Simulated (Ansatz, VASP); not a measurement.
**Sc in VASP and in Ansatz**

Contents of INCAR:

```
ALGO = Normal
EDIFF = 1E-6
EDIFFG = -0.005
ENCUT = 600
GGA = PE
IBRION = 2
ISIF = 3
ISMEAR = -1
LASPH = True
LCHARG = False
LREAL = False
LWAVE = False
NELM = 100
NSW = 60
PREC = Accurate
SIGMA = 0.08
```

KPOINTS

```
k-points
0
Gamma
  13 13 7
```

POSCAR

```
Sc
1.0
    3.2791370533      0.0000000000      0.0000000000
   -1.6395685267      2.8398159907      0.0000000000
    0.0000000000      0.0000000000      5.3122020264
Sc
2
Direct
    0.3333333333      0.6666666667      0.2500000000
    0.6666666667      0.3333333333      0.7500000000
```

Input for Ansatz:

```yaml
crystal:
  lattice:
    - [3.2791370533, 0.0, 0.0]
    - [-1.6395685267, 2.8398159907, 0.0]
    - [0.0, 0.0, 5.3122020264]
  atoms:
    - { symbol: Sc, position: [0.3333333333, 0.6666666667, 0.25] }
    - { symbol: Sc, position: [0.6666666667, 0.3333333333, 0.75] }
kpoints:
  mp_grid: { grid: [13, 13, 7] }
scf:
  occupations: { method: fermi_dirac, width: 0.08 }
hamiltonian:
  xc: pbe
  pseudopotentials: { kind: paw }
output:
  forces: true
  stress: true
relax:
  f_tol: 0.005
  max_steps: 40
  cell: {}
```

Alike in both runs: task relaxation of cell and atoms; functional PBE; k mesh 13 × 13 × 7; occupations fermi-dirac, width 0.08 eV; no spin polarisation.

|  | VASP | Ansatz |
| --- | --- | --- |
| version | VASP 6.6.1 | Ansatz 0.2.0 |
| potentials or method | VASP PAW PBE potentials, release 64 (Sc_sv) | PAW with Ansatz's default frozen-core files, scalar-relativistic |
| plane-wave cutoff (eV) | 600 | 420 |
| valence electrons in the cell | 22 | 22 |

```csv
,VASP,Ansatz,Ansatz less VASP
relaxed volume (Å³/atom),24.72,24.70,-0.021
relaxed length of the cell vector where the two differ most in proportion (Å),5.180,5.177,-0.0031
```
